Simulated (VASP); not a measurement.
Set up this calculation in VASP 6.6.1, as the native input.

```yaml
Task: single point
Functional: LDA
Potentials_or_basis: VASP PAW LDA potentials, release 64 (Ge_d)
Cutoff: 520 eV
k_mesh: 12 × 12 × 1
Occupations: gaussian, width 0.1 eV
Spin: no spin polarisation
Dipole_correction: yes
Further_INCAR_settings: ALGO = Normal; EDIFF = 1e-06; NBANDS = 21
```

The structure of Ge lies in POSCAR:

```
Ge
1.0
    3.7040000000      0.0000000000      0.0000000000
   -1.8520000000      3.2077580956      0.0000000000
    0.0000000000      0.0000000000     28.0000000000
Ge
2
Direct
    0.3333333333      0.6666666667      0.5178571429
    0.6666666667      0.3333333333      0.4821428571
```

These files were run (other wordings do the same):

INCAR

```
SYSTEM = Ge
PREC = Accurate ; ENCUT = 520
EDIFF = 1E-6 ; ISMEAR = 0
SIGMA = 0.1 ; LREAL = .FALSE.
LASPH = .TRUE. ; NELM = 100
ALGO = Normal ; ISIF = 2
LWAVE = .FALSE. ; LCHARG = .FALSE.
LDIPOL = .TRUE. ; IDIPOL = 3
DIPOL = 0.5 0.5 0.500 ; NBANDS = 21
```

KPOINTS

```
Automatic mesh
0
G
  12 12 1
  0 0 0
```

Potentials or basis: VASP PAW LDA potentials, release 64 (Ge_d).

Run with:

```console
$ cat potpaw_LDA.64/Ge_d/POTCAR > POTCAR
$ mpirun -np 1 vasp_std > vasp.out
```

Results of the run:

The largest force is 0.647 eV/Å and the band gap on the k mesh is zero (band 14 reaches -2.47 eV, above the bottom of band 15 at -3.64 eV).

It took 4.3 min on 1 thread of AMD EPYC 7R43 64-Core Processor (Zen 3) (shared host), peak memory 0.32 GiB.
